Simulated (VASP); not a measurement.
# PbO (P4/nmm) in VASP: relaxation of cell and atoms with PBE

Aim: the relaxation of cell and atoms of PbO with PBE.

All numbers are computed with VASP 6.6.1; they aren't measurements. Logs are shortened: lines on timing, memory, paths and dates and some standing lists are left out, and cuts for length are marked.

## 1. The cell of the first run

Symmetry: P4/nmm, No. 129, tetragonal system. Conventional cell: a = 3.953 Å, b = 3.953 Å, c = 5.177 Å, α = 90.00°, β = 90.00°, γ = 90.00°. Pb (site symmetry 4mm) has 4 O at 2.30 Å within 3.0 Å. O (site symmetry -4m2) has 4 Pb at 2.30 Å and 4 O at 2.80 Å within 3.0 Å.

## 2. Relaxation of cell and atoms, PBE

INCAR reads:

```
SYSTEM = PbO
PREC = Accurate ; ENCUT = 600
EDIFF = 1E-6 ; ISMEAR = 0
SIGMA = 0.02 ; LREAL = .False.
LASPH = .True. ; NELM = 60
ALGO = Normal ; ISIF = 3
LWAVE = .False. ; LCHARG = .False.
GGA = PE ; IBRION = 2
NSW = 80 ; EDIFFG = -0.01
```

KPOINTS reads:

```
regular mesh
0
Gamma
  8 8 6
  0 0 0
```

POSCAR reads:

```
PbO
1.0
    3.9529822363      0.0000000000      0.0000000000
    0.0000000000      3.9529822363      0.0000000000
    0.0000000000      0.0000000000      5.1771966893
Pb O
2 2
Direct
    0.0000000000      0.5000000000      0.2287756820
    0.5000000000      0.0000000000      0.7712243180
    0.5000000000      0.5000000000      0.0000000000
    0.0000000000      0.0000000000      0.0000000000
```

Potentials or basis: VASP PAW PBE potentials, release 64 (Pb_d, O).

Run with:

```console
> cat potpaw_PBE.64/Pb_d/POTCAR potpaw_PBE.64/O/POTCAR > POTCAR
> mpirun -np 1 vasp_std > vasp.out
```

OUTCAR:

```text
SYSTEM = PbO
   PREC = Accurate
   ENCUT = 600
   EDIFF = 1E-6
   ISMEAR = 0
   LREAL = .False.
   LASPH = .True.
   NELM = 60
   ISIF = 3
   GGA = PE
   IBRION = 2
   NSW = 80
   EDIFFG = -0.01

 ion  position               nearest neighbor table
   1  0.000  0.500  0.229-   3 2.30   4 2.30   4 2.30   3 2.30   2 3.66   2 3.66   2 3.66   2 3.66
                             2 3.96   2 3.96   2 3.96   2 3.96
   2  0.500  0.000  0.771-   3 2.30   4 2.30   3 2.30   4 2.30   1 3.66   1 3.66   1 3.66   1 3.66
                             1 3.96   1 3.96   1 3.96   1 3.96
   3  0.500  0.500  0.000-   1 2.30   2 2.30   2 2.30   1 2.30
   4  0.000  0.000  0.000-   1 2.30   2 2.30   1 2.30   2 2.30

  LATTYP: Found a simple tetragonal cell.
 ALAT       =     3.9529822363
 C/A-ratio  =     1.3096938918

  Lattice vectors:

 A1 = (   3.9529822363,   0.0000000000,   0.0000000000)
 A2 = (   0.0000000000,   3.9529822363,   0.0000000000)
 A3 = (   0.0000000000,   0.0000000000,   5.1771966893)

Analysis of symmetry for initial positions (statically):
=====================================================================
 Subroutine PRICEL returns:
 Original cell was already a primitive cell.

 Routine SETGRP: Setting up the symmetry group for a
 simple tetragonal supercell.

 Subroutine GETGRP returns: Found 16 space group operations
 (whereof  8 operations were pure point group operations)
 out of a pool of 16 trial point group operations.

The static configuration has the point symmetry D_2d.
 The point group associated with its full space group is D_4h.

Analysis of symmetry for dynamics (positions and initial velocities):
=====================================================================
 Subroutine PRICEL returns:
 Original cell was already a primitive cell.

 Routine SETGRP: Setting up the symmetry group for a
 simple tetragonal supercell.

 Subroutine GETGRP returns: Found 16 space group operations
 (whereof  8 operations were pure point group operations)
 out of a pool of 16 trial point group operations.

The dynamic configuration has the point symmetry D_2d.
 The point group associated with its full space group is D_4h.

 Subroutine INISYM returns: Found 16 space group operations
 (whereof  8 operations are pure point group operations),
 and found     1 'primitive' translations

----------------------------------------------------------------------------------------

                                     Primitive cell

  volume of cell :      80.8992

  direct lattice vectors                    reciprocal lattice vectors
[... 110 lines left out ...]
     AMIX     =   0.40;   BMIX     =  1.00
     AMIX_MAG =   1.60;   BMIX_MAG =  1.00
  volume/ion in A,a.u.               =      20.22       136.48
  Fermi-wavevector in a.u.,A,eV,Ry     =   1.294534  2.446314 22.800882  1.675818
  Thomas-Fermi vector in A             =   2.426110
   LORBIT       =      0    0 simple, 1 ext, 2 COOP (PROOUT), +10 PAW based schemes
   GGA     = PE    functional components
   LHFCALC =     F    Hartree Fock is set to
   AEXX    =    0.0000 exact exchange contribution
   IVDW    =     0    specifies the selected vdW correction
   LEPSILON=     F    determine dielectric tensor
   LRPA    =     F    only Hartree local field effects (RPA)
 conjugate gradient relaxation of ions
 non-spin polarized calculation
 Gauss-broadening in eV      SIGMA  =   0.02
  energy-cutoff  :      600.00
  volume of cell :       80.90
 maximum number of plane-waves:      2724
 NGX is ok and might be reduce to    32
   NGX = 15   NGY = 15   NGZ = 21

--------------------------------------- Ionic step        1  -------------------------------------------

 number of electron      39.9999982 magnetization

 Free energy of the ion-electron system (eV)
  ---------------------------------------------------
  ext. energy  EPLUGINS =         0.00000000
  ---------------------------------------------------
  free energy    TOTEN  =       -21.41555034 eV

  energy without entropy =      -21.41555034  energy(sigma->0) =      -21.41555034

------------------------ aborting loop because EDIFF is reached ----------------------------------------

  FORCE on cell =-STRESS in cart. coord.  units (eV):
  Direction    XX          YY          ZZ          XY          YZ          ZX
  --------------------------------------------------------------------------------------
  -------------------------------------------------------------------------------------
  Total        2.9365897      2.9365897      2.1430735      0.0000000      0.0000000      0.0000000
  in kB       58.1580001     58.1580001     42.4427250      0.0000000      0.0000000      0.0000000
  external PRESSURE =      52.9195751 kB  Pullay stress =       0.0000000 kB
[... 95 lines left out ...]
  FREE ENERGIE OF THE ION-ELECTRON SYSTEM (eV)
  ---------------------------------------------------
  free  energy   TOTEN  =       -21.4911027208 eV

  energy  without entropy=      -21.4911027208  energy(sigma->0) =      -21.49110272

 E-fermi :   4.2058     XC(G=0):  -9.2122

 val. band max:        4.0504496000   @ k =   0.1250   0.0000   0.0000
 cond. band min:       5.7027535620   @ k =   0.5000   0.5000   0.0000
 fundamental gap:      1.6523039621
 Fermi energy:         4.2057760425

 k-point     1 :       0.0000    0.0000    0.0000
  band No.  band energies     occupation
      1     -13.9116      2.00000
      2     -13.5068      2.00000
      3     -11.8340      2.00000
      4     -11.8340      2.00000
      5     -11.7856      2.00000
      6     -11.7686      2.00000
[... 637 lines left out ...]
     23       9.7007      0.00000
     24       9.7007      0.00000

 [... further k-points ...]

[... ionic steps 4 to 18 ...]

--------------------------------------- Ionic step       19  -------------------------------------------

 number of electron      40.0000013 magnetization

------------------------ aborting loop because EDIFF is reached ----------------------------------------
[... 71 lines left out ...]
--------------------------------------- Ionic step       21  -------------------------------------------

 number of electron      40.0000014 magnetization

 Free energy of the ion-electron system (eV)
  ---------------------------------------------------
  ext. energy  EPLUGINS =         0.00000000
  ---------------------------------------------------
  free energy    TOTEN  =       -21.51202022 eV

  energy without entropy =      -21.51202022  energy(sigma->0) =      -21.51202022

 E-fermi :   3.9245     XC(G=0):  -9.0495

 val. band max:        3.8112784782   @ k =   0.0000   0.0000   0.0000
 cond. band min:       5.5655290683   @ k =   0.5000   0.5000   0.0000
 fundamental gap:      1.7542505901
 Fermi energy:         3.9244992819

 k-point     1 :       0.0000    0.0000    0.0000
  band No.  band energies     occupation
      1     -14.0960      2.00000
      2     -13.6975      2.00000
      3     -12.0545      2.00000
      4     -12.0545      2.00000
      5     -12.0073      2.00000
      6     -11.9985      2.00000
[... 670 lines left out ...]
  FREE ENERGIE OF THE ION-ELECTRON SYSTEM (eV)
  ---------------------------------------------------
  free  energy   TOTEN  =       -21.5120202241 eV

  energy  without entropy=      -21.5120202241  energy(sigma->0) =      -21.51202022

 reached required accuracy - stopping structural energy minimisation
```

OSZICAR:

```text
N       E                     dE             d eps       ncg     rms          rms(c)
DAV:   1     0.473074726729E+03    0.47307E+03   -0.21843E+04  2880   0.218E+03
[... 197 lines left out ...]
       N       E                     dE             d eps       ncg     rms          rms(c)
DAV:   1    -0.215131977981E+02   -0.11878E-02   -0.11216E-01  4536   0.305E+00    0.209E-01
DAV:   2    -0.215121861701E+02    0.10116E-02   -0.57751E-03  3648   0.703E-01    0.699E-02
DAV:   3    -0.215120405299E+02    0.14564E-03   -0.65129E-04  4224   0.416E-01    0.314E-02
DAV:   4    -0.215120181514E+02    0.22379E-04   -0.16309E-04  4280   0.180E-01    0.109E-02
DAV:   5    -0.215120206157E+02   -0.24643E-05   -0.27956E-05  4344   0.598E-02    0.567E-03
DAV:   6    -0.215120202241E+02    0.39159E-06   -0.49840E-06  2888   0.286E-02
  21 F= -.21512020E+02 E0= -.21512020E+02  d E =-.129144E-03
```

Run time: 8.7 min. Hardware: 1 thread of Intel Xeon 6975P-C (Granite Rapids), shared host; peak memory 0.29 GiB.

Results:

```
Free energy                           : -21.5120 eV
Relaxed volume                        : 22.79 Å³/atom
Relaxed cell                          : a = 4.055 Å, b = 4.055 Å, c = 5.544 Å, α = 90.00°, β = 90.00°, γ = 90.00°
Space group after relaxing (to 0.1 Å) : P4/nmm (No. 129)
Energy gained by relaxing             : 24.1 meV/atom
Ionic steps                           : 21
Pressure after relaxing               : 0.0 GPa
Band gap on the k mesh                : 1.75 eV (least direct gap 1.93 eV)
```

Step by step:
```csv
step,energy change (eV),largest force (eV/Å),pressure (GPa),volume (Å³)
1,0.0000,0.6418,5.29,80.90
2,-0.0170,1.0026,-3.36,88.97
3,-0.0756,0.2897,0.25,85.02
4,-0.0834,0.1892,0.19,85.70
5,-0.0870,0.0097,-0.01,87.17
6,-0.0877,0.0430,0.03,86.76
7,-0.0887,0.0196,0.15,86.91
8,-0.0909,0.0503,0.41,87.35
9,-0.0911,0.1985,1.02,88.21
10,-0.0917,0.1311,0.76,87.83
11,-0.0920,0.1276,0.73,87.91
12,-0.0927,0.1131,0.65,88.15
13,-0.0941,0.0854,0.52,88.65
14,-0.0957,0.0297,0.25,89.63
15,-0.0958,0.0792,-0.21,91.59
16,-0.0963,0.0268,0.02,90.65
17,-0.0963,0.0315,-0.01,90.76
18,-0.0964,0.0269,-0.01,90.82
19,-0.0964,0.0145,0.01,90.97
20,-0.0965,0.0116,0.05,91.29
21,-0.0965,0.0003,0.03,91.16
```

Final structure:
```
CELL_PARAMETERS angstrom
4.05493 0.00000 0.00000
0.00000 4.05493 0.00000
0.00000 0.00000 5.54420
ATOMIC_POSITIONS crystal
Pb 0.00000 0.50000 0.21507
Pb 0.50000 0.00000 0.78493
O 0.50000 0.50000 0.00000
O 0.00000 0.00000 0.00000
```

Caveat: spin-orbit coupling is left out, which moves the levels of the heavy elements. A k mesh can miss the band edges.
